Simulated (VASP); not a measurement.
Here is a VASP 6.6.1 calculation.

INCAR

```
SYSTEM = BN
ALGO     = Normal         ! electronic algorithm
EDIFF    = 1E-7           ! SCF threshold, eV
ENCUT    = 520            ! plane-wave cutoff, eV
GGA      = PE             ! functional
ISIF     = 2              ! what is computed and relaxed
ISMEAR   = -1             ! smearing method
LASPH    = .TRUE.         ! aspherical terms in the spheres
LCHARG   = .TRUE.         ! write CHGCAR
LELF     = .TRUE.         ! ELF
LREAL    = .FALSE.        ! projectors in reciprocal space
LVHAR    = .TRUE.       
LWAVE    = .FALSE.        ! write WAVECAR
NBANDS   = 11             ! bands
NELM     = 60             ! most SCF steps
PREC     = Accurate       ! precision mode
SIGMA    = 0.05           ! smearing width, eV
```

The input KPOINTS:

```
k-points
0
G
  11 11 11
  0 0 0
```

Contents of POSCAR:

```
BN
1.0
    0.0000000000      1.8028980000      1.8028980000
    1.8028980000      0.0000000000      1.8028980000
    1.8028980000      1.8028980000      0.0000000000
B N
1 1
Direct
    0.0000000000      0.0000000000      0.0000000000
    0.2500000000      0.2500000000      0.2500000000
```

Potentials or basis: VASP PAW PBE potentials, release 64 (B, N).

Run with:

```console
$ cat potpaw_PBE.64/B/POTCAR potpaw_PBE.64/N/POTCAR > POTCAR
$ mpirun -np 1 vasp_std > vasp.out
```

**Question.** What does it give for the pressure?

**Answer.** 6.3 GPa.

**Question.** What does it give for the band gap on the k mesh?

**Answer.** 4.57 eV, indirect (least direct gap 8.86 eV).

A k mesh can miss the band edges. Expect the measured gap to be larger: semilocal functionals such as PBE lack the derivative discontinuity.
